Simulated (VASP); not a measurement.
Al, 17 atoms in the cell. The cell holds a slab with vacuum, 17 atoms: a = 5.634 Å, b = 7.968 Å, c = 19.672 Å, α = 90.00°, β = 90.00°, γ = 90.00°. 

| Quantity | Value |
| --- | --- |
| Program | VASP 6.6.1 |
| Task | single point |
| Functional | LDA |
| Potentials or basis | VASP PAW LDA potentials, release 64 (Al) |
| Cutoff | 520 eV |
| k mesh | 5 × 4 × 1 |
| Occupations | gaussian, width 0.1 eV |
| Spin | no spin polarisation |
| Dipole correction | yes |
| Further INCAR settings | LREAL = Auto; ALGO = Normal; EDIFF = 1e-06; NBANDS = 40 |

Potentials or basis: VASP PAW LDA potentials, release 64 (Al).

The run is started by

```console
$ cat potpaw_LDA.64/Al/POTCAR > POTCAR
$ mpirun -np 1 vasp_std > vasp.out
```

Hardware: 1 thread of AMD EPYC 9R45 96-Core Processor (Zen 5), on a shared host.

Task: How long does it take, and how much memory?

Result: Run time: 6.5 min on 1 thread of AMD EPYC 9R45 96-Core Processor (Zen 5), on a shared host, peak memory 0.6 GiB. Counts: scf iterations 24, k points 9.
